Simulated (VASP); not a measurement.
NiO:

```
CELL_PARAMETERS angstrom
0.00000 2.28355 2.28355
2.28355 0.00000 2.28355
2.28355 2.28355 0.00000
ATOMIC_POSITIONS crystal
Ni 0.00000 0.00000 0.00000
O 0.25000 0.25000 0.25000
```

Base run:

- Program: VASP 6.6.1
- Functional: PBE
- Potentials or basis: VASP PAW PBE potentials, release 64 (Ni, O)
- Cutoff: 520 eV
- k mesh: 10 × 10 × 10
- Occupations: fermi-dirac, width 0.05 eV
- Spin: collinear spin, ferromagnetic start
- Starting moments: [1.0, 0.0] μB

Its results: band gap on the k mesh zero (filled and empty bands overlap); pressure -7.3 GPa; net moment 1.97 μB per cell; site moments Ni +1.54; O +0.37 μB.

Q: The run is repeated on the same cell with these changes: functional from PBE to HSE06; k mesh from 10 × 10 × 10 to 5 × 5 × 5. What comes out?

A: Band gap on the k mesh zero (filled and empty bands overlap); pressure -11.0 GPa; net moment 2.00 μB per cell; site moments Ni +1.66; O +0.34 μB.

Several settings changed at once, so the effect can't be laid on one alone.

Caveats: some runs use coarse meshes; a cell with one magnetic atom can't hold antiferromagnetic order, which such compounds often take; semilocal functionals often make such compounds metallic where correlation or magnetic order opens a gap, which also shifts bond lengths (some runs); the PAW data sets were made with another functional, which shifts forces and pressure a little (some runs).
